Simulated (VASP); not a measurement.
# Al (P6_3/mmc) in VASP: further runs, part 3 of 3

VASP 6.6.1. The steps go on from the part before.

## (5) Single point, PBEsol

This run uses another cell than the first one, of 16.31 Å³/atom, 1.189 times its volume.

INCAR reads:

```
SYSTEM = Al
ALGO = Normal
EDIFF = 1E-6
ENCUT = 520
GGA = PS
ISIF = 2
ISMEAR = -1
LASPH = .True.
LCHARG = .True.
LELF = .True.
LREAL = .False.
LVHAR = .True.
LWAVE = .False.
NBANDS = 10
NELM = 80
PREC = Accurate
SIGMA = 0.05
```

KPOINTS reads:

```
k-points
0
Gamma
  11 11 6
  0 0 0
```

POSCAR reads:

```
Al
1.0
    2.8353136101      0.0000000000      0.0000000000
   -1.4176568050      2.4554536140      0.0000000000
    0.0000000000      0.0000000000      4.6864679574
Al
2
Direct
    0.3333333333      0.6666666667      0.2500000000
    0.6666666667      0.3333333333      0.7500000000
```

Potentials or basis: VASP PAW PBE potentials, release 64 (Al).

Run with:

```bash
> cat potpaw_PBE.64/Al/POTCAR > POTCAR
> mpirun -np 1 vasp_std > vasp.out
```

OUTCAR:

```text
SYSTEM = Al
   EDIFF = 1E-6
   ENCUT = 520
   GGA = PS
   ISIF = 2
   ISMEAR = -1
   LASPH = .True.
   LREAL = .False.
   NELM = 80
   PREC = Accurate

 ion  position               nearest neighbor table
   1  0.333  0.667  0.250-   2 2.86   2 2.86   2 2.86   2 2.86   2 2.86   2 2.86
   2  0.667  0.333  0.750-   1 2.86   1 2.86   1 2.86   1 2.86   1 2.86   1 2.86

  LATTYP: Found a hexagonal cell.
 ALAT       =     2.8353136101
 C/A-ratio  =     1.6528922729

  Lattice vectors:

 A1 = (   2.8353136101,   0.0000000000,   0.0000000000)
 A2 = (  -1.4176568050,   2.4554536140,   0.0000000000)
 A3 = (   0.0000000000,   0.0000000000,   4.6864679574)

Analysis of symmetry for initial positions (statically):
=====================================================================
 Subroutine PRICEL returns:
 Original cell was already a primitive cell.

 Routine SETGRP: Setting up the symmetry group for a
 hexagonal supercell.

 Subroutine GETGRP returns: Found 24 space group operations
 (whereof 12 operations were pure point group operations)
 out of a pool of 24 trial point group operations.

The static configuration has the point symmetry D_3d.
 The point group associated with its full space group is D_6h.

Analysis of symmetry for dynamics (positions and initial velocities):
=====================================================================
 Subroutine PRICEL returns:
 Original cell was already a primitive cell.

 Routine SETGRP: Setting up the symmetry group for a
 hexagonal supercell.

 Subroutine GETGRP returns: Found 24 space group operations
 (whereof 12 operations were pure point group operations)
 out of a pool of 24 trial point group operations.

The dynamic configuration has the point symmetry D_3d.
 The point group associated with its full space group is D_6h.

 Subroutine INISYM returns: Found 24 space group operations
 (whereof 12 operations are pure point group operations),
 and found     1 'primitive' translations

[... 115 lines left out ...]
  volume/ion in A,a.u.               =      16.31       110.09
  Fermi-wavevector in a.u.,A,eV,Ry     =   0.930963  1.759265 11.792062  0.866692
  Thomas-Fermi vector in A             =   2.057406
   LORBIT       =      0    0 simple, 1 ext, 2 COOP (PROOUT), +10 PAW based schemes
   GGA     = PS    functional components
   LHFCALC =     F    Hartree Fock is set to
   AEXX    =    0.0000 exact exchange contribution
   IVDW    =     0    specifies the selected vdW correction
   LEPSILON=     F    determine dielectric tensor
   LRPA    =     F    only Hartree local field effects (RPA)
 non-spin polarized calculation
  energy-cutoff  :      520.00
  volume of cell :       32.63
 maximum number of plane-waves:       893
 NGX is ok and might be reduce to    24
   NGX = 11   NGY = 11   NGZ = 17

 number of electron       6.0000000 magnetization

 Free energy of the ion-electron system (eV)
  ---------------------------------------------------
  ext. energy  EPLUGINS =         0.00000000
  ---------------------------------------------------
  free energy    TOTEN  =        -8.14565995 eV

  energy without entropy =       -8.14058144  energy(sigma->0) =       -8.14312070

 E-fermi :   8.0755     XC(G=0): -10.2994

 val. band max:        8.0622559235   @ k =   0.3636   0.2727   0.5000
 cond. band min:       8.0840165755   @ k =   0.3636   0.0000   0.5000
 fundamental gap:      0.0217606520
 Fermi energy:         8.0755303444

 k-point     1 :       0.0000    0.0000    0.0000
  band No.  band energies     occupation
      1      -3.1422      2.00000
      2       3.3667      2.00000
      3       3.5259      2.00000
      4      18.9152      0.00000
      5      18.9152      0.00000
      6      19.2463      0.00000
      7      19.2463      0.00000
      8      20.0541      0.00000
      9      22.1228      0.00000
     10      22.3493      0.00000
[... 287 lines left out ...]
 k-point    24 :       0.1818    0.0909    0.1667
  band No.  band energies     occupation
      1      -1.5447      2.00000
      2       2.8255      2.00000
      3       7.0564      2.00000
      4      11.2930      0.00000
      5      13.2370      0.00000
      6      15.4155      0.00000
      7      17.2786      0.00000
      8      18.8350      0.00000
      9      19.1986      0.00000
     10      20.6602      0.00000

 [... further k-points ...]
[... 5 lines left out ...]
  --------------------------------------------------------------------------------------
  -------------------------------------------------------------------------------------
  Total        0.0130155      0.0130155      0.0141920      0.0000000      0.0000000      0.0000000
  in kB        0.6391354      0.6391354      0.6969096      0.0000000      0.0000000      0.0000000
  external PRESSURE =       0.6583935 kB  Pullay stress =       0.0000000 kB

 VOLUME and BASIS-vectors are now :
 -----------------------------------------------------------------------------
  energy-cutoff  :      520.00
  volume of cell :       32.63
      direct lattice vectors                 reciprocal lattice vectors
     2.835313610  0.000000000  0.000000000     0.352694671  0.203628363  0.000000000
    -1.417656805  2.455453614  0.000000000     0.000000000  0.407256726  0.000000000
     0.000000000  0.000000000  4.686467957     0.000000000  0.000000000  0.213380313

 POSITION                                       TOTAL-FORCE (eV/Angst)
 -----------------------------------------------------------------------------------
     -0.00000      1.63697      1.17162        -0.000000     -0.000000      0.000000
      1.41766      0.81848      3.51485         0.000000      0.000000      0.000000
 -----------------------------------------------------------------------------------
    total drift:                               -0.000000      0.000000     -0.000000

  FREE ENERGIE OF THE ION-ELECTRON SYSTEM (eV)
  ---------------------------------------------------
  free  energy   TOTEN  =        -8.1456599479 eV

  energy  without entropy=       -8.1405814436  energy(sigma->0) =       -8.14312070
```

Run time: 14 s. Hardware: 1 thread of Intel Xeon Platinum 8259CL at 2.50GHz (Skylake/Cascade Lake), shared host; peak memory 0.15 GiB.

Results:

```yaml
Free_energy: -8.1457 eV
Pressure: 0.1 GPa
Band_gap_on_the_k_mesh: zero (band 3 reaches 12.03 eV, above the bottom of band 4 at 5.01 eV)
```

Levels at points of the mesh, in eV from the Fermi level:
```
           k point  band 1  band 2  band 3  band 4  band 5  band 6  band 7  band 8
(0.00, 0.00, 0.00)  -11.22   -4.71   -4.55   10.84   10.84   11.17   11.17   11.98
(0.00, 0.00, 0.50)   -9.54   -9.54    3.23    3.23   12.02   12.02   12.02   12.02
```

Caveat: the PAW data sets were made with another functional, which shifts forces and pressure a little.

## (6) Relaxation of cell and atoms, PBEsol

This run uses another cell than the first one, of 16.67 Å³/atom, 1.215 times its volume.

INCAR reads:

```
SYSTEM = Al
PREC = Accurate
ENCUT = 600
EDIFF = 1E-7
ISMEAR = -1
SIGMA = 0.05
LREAL = .False.
LASPH = .True.
NELM = 60
ALGO = Normal
ISIF = 3
LWAVE = .False.
LCHARG = .False.
GGA = PS
IBRION = 2
NSW = 80
EDIFFG = -0.005
```

KPOINTS reads:

```
regular mesh
0
Gamma
  11 11 6
  0 0 0
```

POSCAR reads:

```
Al
1.0
    2.8124553515      0.0000000000      0.0000000000
   -1.4062276757      2.4356577814      0.0000000000
    0.0000000000      0.0000000000      4.8668500000
Al
2
Direct
    0.3333333333      0.6666666667      0.2500000000
    0.6666666667      0.3333333333      0.7500000000
```

Potentials or basis: VASP PAW PBE potentials, release 64 (Al).

Run with:

```bash
> cat potpaw_PBE.64/Al/POTCAR > POTCAR
> mpirun -np 1 vasp_std > vasp.out
```

Wall time 68 s (1 thread of Intel Xeon Platinum 8259CL at 2.50GHz (Skylake/Cascade Lake), shared host); peak memory 0.15 GiB.

The run converged. Its results:

| Quantity | Value |
| --- | --- |
| Free energy | -8.1458 eV |
| Relaxed volume | 16.33 Å³/atom |
| Relaxed cell | a = 2.836 Å, b = 2.836 Å, c = 4.688 Å, α = 90.00°, β = 90.00°, γ = 120.00° |
| Space group after relaxing (to 0.05 Å) | P6_3/mmc (No. 194) |
| Energy gained by relaxing | 11.2 meV/atom |
| Ionic steps | 8 |
| Pressure after relaxing | 0.0 GPa |
| Band gap on the k mesh | zero (band 3 reaches 12.01 eV, above the bottom of band 4 at 5.00 eV) |

The path:
| step | energy change (eV) | largest force (eV/Å) | pressure (GPa) | volume (Å³) |
| --- | --- | --- | --- | --- |
| 1 | 0.0000 | 0.0000 | -1.28 | 33.34 |
| 2 | -0.0158 | 0.0000 | -0.03 | 32.70 |
| 3 | -0.0093 | 0.0000 | 2.93 | 31.59 |
| 4 | -0.0207 | 0.0000 | 0.99 | 32.27 |
| 5 | -0.0220 | 0.0000 | -0.01 | 32.67 |
| 6 | -0.0223 | 0.0000 | 0.28 | 32.54 |
| 7 | -0.0225 | 0.0000 | -0.06 | 32.68 |
| 8 | -0.0225 | 0.0000 | -0.01 | 32.66 |

Final structure:
```
Al
1.0
     2.83624    0.00000    0.00000
    -1.41812    2.45625    0.00000
     0.00000    0.00000    4.68772
Al
2
Direct
  0.33333 0.66667 0.25000
  0.66667 0.33333 0.75000
```

Levels at points of the mesh, in eV from the Fermi level:
| k point | band 1 | band 2 | band 3 | band 4 | band 5 | band 6 |
| --- | --- | --- | --- | --- | --- | --- |
| (0.00, 0.00, 0.00) | -11.21 | -4.70 | -4.55 | 10.83 | 10.83 | 11.17 |
| (0.00, 0.00, 0.50) | -9.54 | -9.54 | 3.23 | 3.23 | 12.01 | 12.01 |

Caveat: the PAW data sets were made with another functional, which shifts forces and pressure a little.

## (7) Summary

| task | cell | cutoff (eV) | gap on the mesh (eV) | pressure (GPa) |
| --- | --- | --- | --- | --- |
| single point | a = 2.680, b = 2.680, c = 4.412 Å, angles 90.0, 90.0, 120.0°, 2 atoms | 520 | none | 20.2 |
| single point | a = 2.743, b = 2.743, c = 4.530 Å, angles 90.0, 90.0, 120.0°, 2 atoms | 520 | none | 10.1 |
| single point | a = 2.784, b = 2.784, c = 4.601 Å, angles 90.0, 90.0, 120.0°, 2 atoms | 520 | none | 5.1 |
| single point | a = 2.835, b = 2.835, c = 4.686 Å, angles 90.0, 90.0, 120.0°, 2 atoms | 520 | none | 0.1 |
| relaxation of cell and atoms | relaxed from a = 2.812, b = 2.812, c = 4.867 Å, angles 90.0, 90.0, 120.0°, 2 atoms | 600 | none | 0.0 |

Alike in all rows: level PBEsol; potentials or basis VASP PAW PBE potentials, release 64 (Al); no spin polarisation; k mesh 11 × 11 × 6; smearing fermi-dirac 0.05 eV.

Caveats: the PAW data sets were made with another functional, which shifts forces and pressure a little.

Total energies depend on the potentials used, so only differences within one code and one set of settings carry meaning.
